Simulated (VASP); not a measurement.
A run of VASP 6.6.1 is set up as follows.

POSCAR

```
B
1.0
   -1.0995940071      1.0995940071      1.0995940071
    1.0995940071     -1.0995940071      1.0995940071
    1.0995940071      1.0995940071     -1.0995940071
B
1
Direct
    0.0000000000      0.0000000000      0.0000000000
```

INCAR.step1

```
PREC = Accurate ; ENCUT = 520
ISMEAR = -1 ; SIGMA = 0.1
LREAL = False ; LASPH = True
NELM = 80 ; NBANDS = 8
GGA = PE ; ALGO = Normal
EDIFF = 1E-4 ; LWAVE = True
LCHARG = False
```

The input INCAR.step2:

```
PREC = Accurate ; ENCUT = 520
EDIFF = 1E-6 ; ISMEAR = -1
SIGMA = 0.1 ; LREAL = False
LASPH = True ; NELM = 80
ALGO = Normal ; ISIF = 2
LWAVE = False ; LCHARG = False
METAGGA = R2SCAN ; LMIXTAU = True
NBANDS = 8 ; ISTART = 1
```

File KPOINTS:

```
Automatic mesh
0
Gamma
  21 21 21
```

Potentials or basis: VASP PAW PBE potentials, release 64 (B).

Run with:

```console
$ cat potpaw_PBE.64/B/POTCAR > POTCAR
$ cp INCAR.step1 INCAR
$ mpirun -np 1 vasp_std > vasp.out
$ cp INCAR.step2 INCAR
$ mpirun -np 1 vasp_std > vasp.out
```

(1) Estimate the pressure.

Results:

(1) 39.6 GPa.

Caveat: the PAW data sets were made with another functional, which shifts forces and pressure a little.
